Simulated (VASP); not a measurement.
# TiO2 (P4_2/nmc) in VASP: notebook, part 2 of 2

VASP 6.6.1. The steps go on from the part before.

### 4 Single point, PBE

This run uses another cell than the first one, of 9.84 Å³/atom.

File INCAR:

```
SYSTEM = TiO2
PREC = Accurate ; ENCUT = 520
EDIFF = 1E-6 ; ISMEAR = -1
SIGMA = 0.02 ; LREAL = .FALSE.
LASPH = .TRUE. ; NELM = 80
ALGO = Normal ; ISIF = 2
LWAVE = .FALSE. ; LCHARG = .FALSE.
GGA = PE ; NBANDS = 33
```

File KPOINTS:

```
regular mesh
0
G
  8 8 6
  0 0 0
```

File POSCAR:

```
TiO2
1.0
    3.3671606140      0.0000000000      0.0000000000
    0.0000000000      3.3671606140      0.0000000000
    0.0000000000      0.0000000000      5.2051577808
Ti O
2 4
Direct
    0.0000000000      0.0000000000      0.0000000000
    0.5000000000      0.5000000000      0.5000000000
    0.0000000000      0.5000000000      0.3373577416
    0.0000000000      0.5000000000      0.8373577416
    0.5000000000      0.0000000000      0.6626422584
    0.5000000000      0.0000000000      0.1626422584
```

Potentials or basis: VASP PAW PBE potentials, release 64 (Ti_sv, O).

Command:

```bash
> cat potpaw_PBE.64/Ti_sv/POTCAR potpaw_PBE.64/O/POTCAR > POTCAR
> mpirun -np 1 vasp_std > vasp.out
```

OUTCAR:

```text
SYSTEM = TiO2
   PREC = Accurate
   ENCUT = 520
   EDIFF = 1E-6
   ISMEAR = -1
   LREAL = .FALSE.
   LASPH = .TRUE.
   NELM = 80
   ISIF = 2
   GGA = PE

 ion  position               nearest neighbor table
   1  0.000  0.000  0.000-   4 1.88   6 1.88   4 1.88   6 1.88   3 2.43   5 2.43   5 2.43   3 2.43

   2  0.500  0.500  0.500-   3 1.88   5 1.88   5 1.88   3 1.88   4 2.43   6 2.43   6 2.43   4 2.43

   3  0.000  0.500  0.337-   2 1.88   2 1.88   1 2.43   1 2.43
   4  0.000  0.500  0.837-   1 1.88   1 1.88   2 2.43   2 2.43
   5  0.500  0.000  0.663-   2 1.88   2 1.88   1 2.43   1 2.43
   6  0.500  0.000  0.163-   1 1.88   1 1.88   2 2.43   2 2.43

  LATTYP: Found a simple tetragonal cell.
 ALAT       =     3.3671606140
 C/A-ratio  =     1.5458596656

  Lattice vectors:

 A1 = (   3.3671606140,   0.0000000000,   0.0000000000)
 A2 = (   0.0000000000,   3.3671606140,   0.0000000000)
 A3 = (   0.0000000000,   0.0000000000,   5.2051577808)

Analysis of symmetry for initial positions (statically):
=====================================================================
 Subroutine PRICEL returns:
 Original cell was already a primitive cell.

 Routine SETGRP: Setting up the symmetry group for a
 simple tetragonal supercell.

 Subroutine GETGRP returns: Found 16 space group operations
 (whereof  8 operations were pure point group operations)
 out of a pool of 16 trial point group operations.

The static configuration has the point symmetry D_2d.
 The point group associated with its full space group is D_4h.

Analysis of symmetry for dynamics (positions and initial velocities):
=====================================================================
 Subroutine PRICEL returns:
 Original cell was already a primitive cell.

 Routine SETGRP: Setting up the symmetry group for a
 simple tetragonal supercell.

 Subroutine GETGRP returns: Found 16 space group operations
 (whereof  8 operations were pure point group operations)
 out of a pool of 16 trial point group operations.

The dynamic configuration has the point symmetry D_2d.
 The point group associated with its full space group is D_4h.

 Subroutine INISYM returns: Found 16 space group operations
 (whereof  8 operations are pure point group operations),
 and found     1 'primitive' translations

----------------------------------------------------------------------------------------

                                     Primitive cell

  volume of cell :      59.0149

  direct lattice vectors                    reciprocal lattice vectors
     3.367160614  0.000000000  0.000000000     0.296986130  0.000000000  0.000000000
     0.000000000  3.367160614  0.000000000     0.000000000  0.296986130  0.000000000
     0.000000000  0.000000000  5.205157781     0.000000000  0.000000000  0.192117135

  length of vectors
     3.367160614  3.367160614  5.205157781     0.296986130  0.296986130  0.192117135

  position of ions in fractional coordinates (direct lattice)
     0.000000000  0.000000000  0.000000000
     0.500000000  0.500000000  0.500000000
     0.000000000  0.500000000  0.337357742
     0.000000000  0.500000000  0.837357742
     0.500000000  0.000000000  0.662642258
     0.500000000  0.000000000  0.162642258

  ion indices of the primitive-cell ions
   primitive index   ion index
[... 35 lines left out ...]
  0.000000  0.000000  0.000000      1.000000
  0.125000  0.000000  0.000000      4.000000
  0.250000  0.000000  0.000000      4.000000
  0.375000  0.000000  0.000000      4.000000
  0.500000  0.000000  0.000000      2.000000
  0.125000  0.125000  0.000000      4.000000
[... 16 lines left out ...]
  0.375000  0.125000  0.166667     16.000000
  0.500000  0.125000  0.166667      8.000000
 [... further k-points ...]
   k-points           NKPTS =     60   k-points in BZ     NKDIM =     60   number of bands    NBANDS=     33
   number of dos      NEDOS =    301   number of ions     NIONS =      6
   total plane-waves  NPLWV =  31360
   dimension x,y,z NGX =    28 NGY =   28 NGZ =   40
   dimension x,y,z NGXF=    56 NGYF=   56 NGZF=   80
   ions per type =               2   4
   NGX,Y,Z   is equivalent  to a cutoff of  13.82, 13.82, 12.78 a.u.
   NGXF,Y,Z  is equivalent  to a cutoff of  27.65, 27.65, 25.55 a.u.
 SYSTEM =  TiO2
   PREC   = accura    normal or accurate (medium, high low for compatibility)
   ISTART =      0    job   : 0-new  1-cont  2-samecut
   ICHARG =      2    charge: 1-file 2-atom 10-const
   ISPIN  =      1    spin polarized calculation?
   LNONCOLLINEAR =      F non collinear calculations
   LSORBIT =      F    spin-orbit coupling
   LASPH  =      T    aspherical Exc in radial PAW
   ENCUT  =  520.0 eV  38.22 Ry    6.18 a.u.   6.26  6.26  9.68*2*pi/ulx,y,z
   NELM   =     80;   NELMIN=  2; NELMDL= -5     # of ELM steps
   EDIFF  = 0.1E-05   stopping-criterion for ELM
   LREAL  =      F    real-space projection
   EDIFFG = 0.1E-04   stopping-criterion for IOM
   NSW    =      0    number of steps for IOM
   IBRION =     -1    ionic relax: 0-MD 1-quasi-New 2-CG
   NFREE  =      0    steps in history (QN), initial steepest desc. (CG)
   ISIF   =      2    stress and relaxation
   ISYM   =      2    0-nonsym 1-usesym 2-fastsym
   POTIM  = 0.5000    time-step for ionic-motion
   TEBEG  =    0.0;   TEEND  =   0.0 temperature during run
   PSTRESS=    0.0 pullay stress
   NELECT =      48.0000    total number of electrons
   NUPDOWN=      -1.0000    fix difference up-down
   EMIN   =  10.00;   EMAX   =-10.00  energy-range for DOS
   EFERMI =   0.00;   METHOD = LEGACY
   ISMEAR =    -1;   SIGMA  =   0.02  broadening in eV -4-tet -1-fermi 0-gaus
   EFERMI_NEDOS =   21; number of points for ismear=-14 and -15
   IALGO  =     38    algorithm
   IMIX   =      4    mixing-type and parameters
     AMIX     =   0.40;   BMIX     =  1.00
     AMIX_MAG =   1.60;   BMIX_MAG =  1.00
  volume/ion in A,a.u.               =       9.84        66.38
  Fermi-wavevector in a.u.,A,eV,Ry     =   1.528157  2.887799 31.773205  2.335265
  Thomas-Fermi vector in A             =   2.635955
   LORBIT       =      0    0 simple, 1 ext, 2 COOP (PROOUT), +10 PAW based schemes
   GGA     = PE    functional components
   LHFCALC =     F    Hartree Fock is set to
   AEXX    =    0.0000 exact exchange contribution
   IVDW    =     0    specifies the selected vdW correction
   LEPSILON=     F    determine dielectric tensor
   LRPA    =     F    only Hartree local field effects (RPA)
 non-spin polarized calculation
  energy-cutoff  :      520.00
  volume of cell :       59.01
 maximum number of plane-waves:      1624
 NGX is ok and might be reduce to    28
   NGX = 13   NGY = 13   NGZ = 19

 number of electron      48.0000023 magnetization

 Free energy of the ion-electron system (eV)
  ---------------------------------------------------
  ext. energy  EPLUGINS =         0.00000000
  ---------------------------------------------------
  free energy    TOTEN  =       -52.99173859 eV

  energy without entropy =      -52.99173859  energy(sigma->0) =      -52.99173859

 E-fermi :   5.8647     XC(G=0): -11.8145

 val. band max:        5.3675107229   @ k =   0.0000   0.0000   0.5000
 cond. band min:       7.8855726571   @ k =   0.0000   0.0000   0.0000
 fundamental gap:      2.5180619342
 Fermi energy:         5.8647184418

 k-point     1 :       0.0000    0.0000    0.0000
  band No.  band energies     occupation
      1     -51.0884      2.00000
      2     -51.0712      2.00000
      3     -27.4882      2.00000
      4     -27.3166      2.00000
      5     -27.2646      2.00000
      6     -27.2646      2.00000
[... 853 lines left out ...]
     32      10.7880      0.00000
     33      11.5313      0.00000

 [... further k-points ...]

------------------------ aborting loop because EDIFF is reached ----------------------------------------

  FORCE on cell =-STRESS in cart. coord.  units (eV):
  Direction    XX          YY          ZZ          XY          YZ          ZX
  --------------------------------------------------------------------------------------
  -------------------------------------------------------------------------------------
  Total        2.5205508      2.5205508      2.0817173      0.0000000      0.0000000     -0.0000000
  in kB       68.4296738     68.4296738     56.5159153      0.0000000      0.0000000     -0.0000000
  external PRESSURE =      64.4584210 kB  Pullay stress =       0.0000000 kB

 VOLUME and BASIS-vectors are now :
 -----------------------------------------------------------------------------
  energy-cutoff  :      520.00
  volume of cell :       59.01
      direct lattice vectors                 reciprocal lattice vectors
     3.367160614  0.000000000  0.000000000     0.296986130  0.000000000  0.000000000
     0.000000000  3.367160614  0.000000000     0.000000000  0.296986130  0.000000000
     0.000000000  0.000000000  5.205157781     0.000000000  0.000000000  0.192117135

 POSITION                                       TOTAL-FORCE (eV/Angst)
 -----------------------------------------------------------------------------------
      0.00000      0.00000      0.00000         0.000000      0.000000     -0.000000
      1.68358      1.68358      2.60258         0.000000      0.000000     -0.000000
      0.00000      1.68358      1.75600         0.000000     -0.000000     -0.135712
      0.00000      1.68358      4.35858         0.000000      0.000000     -0.135712
      1.68358      0.00000      3.44916        -0.000000     -0.000000      0.135712
      1.68358      0.00000      0.84658         0.000000      0.000000      0.135712
 -----------------------------------------------------------------------------------
    total drift:                                0.000000      0.000000      0.000000

  FREE ENERGIE OF THE ION-ELECTRON SYSTEM (eV)
  ---------------------------------------------------
  free  energy   TOTEN  =       -52.9917385863 eV

  energy  without entropy=      -52.9917385863  energy(sigma->0) =      -52.99173859
```

OSZICAR:

```text
N       E                     dE             d eps       ncg     rms          rms(c)
DAV:   1     0.650996900969E+03    0.65100E+03   -0.24101E+04  3960   0.173E+03
DAV:   2     0.276040107102E+02   -0.62339E+03   -0.57354E+03  4300   0.514E+02
DAV:   3    -0.659730320032E+02   -0.93577E+02   -0.91706E+02  5322   0.190E+02
DAV:   4    -0.704131821899E+02   -0.44402E+01   -0.44289E+01  5861   0.393E+01
DAV:   5    -0.705854637407E+02   -0.17228E+00   -0.17226E+00  4932   0.634E+00    0.319E+01
DAV:   6    -0.535799840501E+02    0.17005E+02   -0.73168E+01  5379   0.903E+01    0.119E+01
DAV:   7    -0.533369843781E+02    0.24300E+00   -0.14561E+01  5222   0.357E+01    0.952E+00
DAV:   8    -0.530589358526E+02    0.27805E+00   -0.60225E-01  5206   0.758E+00    0.608E+00
DAV:   9    -0.530817731414E+02   -0.22837E-01   -0.87136E-01  5544   0.106E+01    0.287E+00
DAV:  10    -0.530087322887E+02    0.73041E-01   -0.49738E-01  5023   0.749E+00    0.110E+00
DAV:  11    -0.529919107703E+02    0.16822E-01   -0.49522E-02  4932   0.166E+00    0.329E-01
DAV:  12    -0.529919541008E+02   -0.43330E-04   -0.57454E-03  4227   0.659E-01    0.139E-01
DAV:  13    -0.529918087740E+02    0.14533E-03   -0.13779E-03  5236   0.419E-01    0.687E-02
DAV:  14    -0.529917431019E+02    0.65672E-04   -0.34686E-04  5123   0.151E-01    0.212E-02
DAV:  15    -0.529917380435E+02    0.50584E-05   -0.30743E-05  4941   0.580E-02    0.105E-02
DAV:  16    -0.529917385863E+02   -0.54273E-06   -0.38974E-06  4147   0.140E-02
   1 F= -.52991739E+02 E0= -.52991739E+02  d E =-.383645E-12
```

Run time: 55 s. Hardware: 1 thread of Intel Xeon 6975P-C (Granite Rapids), shared host; peak memory 0.23 GiB.

What came out:

- Free energy: -52.9917 eV
- Pressure: 6.4 GPa
- Largest force: 0.136 eV/Å
- Band gap on the k mesh: 2.52 eV (least direct gap 2.55 eV)

Forces in eV/Å, atoms in the order of the input:
```
Ti   0.000  0.000  0.000
Ti   0.000  0.000  0.000
O    0.000  0.000 -0.136
O    0.000  0.000 -0.136
O    0.000  0.000  0.136
O    0.000  0.000  0.136
```

Caveat: the cell stands under pressure.

### 5 Overview

| level | cell | k mesh | gap on the mesh (eV) | pressure (GPa) | largest force (eV/Å) |
| --- | --- | --- | --- | --- | --- |
| PBE | a = 3.389, b = 3.389, c = 5.342 Å, 6 atoms, atomic positions A | 6 × 6 × 6 | 2.55 | 0.8 | 0.06 |
| PBEsol | a = 3.361, b = 3.361, c = 5.134 Å, 6 atoms, atomic positions B | 8 × 8 × 4 | 2.43 | 0.9 | 0.06 |
| PBE | a = 3.367, b = 3.367, c = 5.205 Å, 6 atoms, atomic positions C | 8 × 8 × 6 | 2.52 | 6.4 | 0.14 |

Alike in all rows: task single point; potentials or basis VASP PAW PBE potentials, release 64 (Ti_sv, O); no spin polarisation; cutoff (eV) 520; smearing fermi-dirac 0.02 eV.

Caveats: the PAW data sets were made with another functional, which shifts forces and pressure a little (at least some runs); the cell stands under pressure (at least some runs).

Total energies depend on the potentials used, so only differences within one code and one set of settings carry meaning.
